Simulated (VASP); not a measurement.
Input of a VASP 6.6.1 run:

The input INCAR:

```
SYSTEM = BAs
PREC = Accurate ; ENCUT = 500
EDIFF = 1E-6 ; ISMEAR = 0
SIGMA = 0.01 ; LREAL = .FALSE.
LASPH = .TRUE. ; NELM = 120
ALGO = Normal ; ISIF = 2
LWAVE = .FALSE. ; LCHARG = .FALSE.
GGA = PE ; NBANDS = 11
GGA_COMPAT = .FALSE.
```

The input KPOINTS:

```
regular mesh
0
G
  10 10 10
  0 0 0
```

Contents of POSCAR:

```
BAs
1.0
    0.0000000000      2.4044114958      2.4044114958
    2.4044114958      0.0000000000      2.4044114958
    2.4044114958      2.4044114958      0.0000000000
B As
1 1
Direct
    0.0000000001      0.0000000001      0.0000000001
    0.2499999999      0.2499999999      0.2499999999
```

Potentials or basis: VASP PAW PBE potentials, release 64 (B, As).

Run with:

```sh
$ cat potpaw_PBE.64/B/POTCAR potpaw_PBE.64/As/POTCAR > POTCAR
$ mpirun -np 1 vasp_std > vasp.out
```

(1) Predict the pressure.

(2) What does it give for the band gap on the k mesh?

Results:

(1) 0.6 GPa.

(2) 1.20 eV, indirect (least direct gap 3.25 eV).
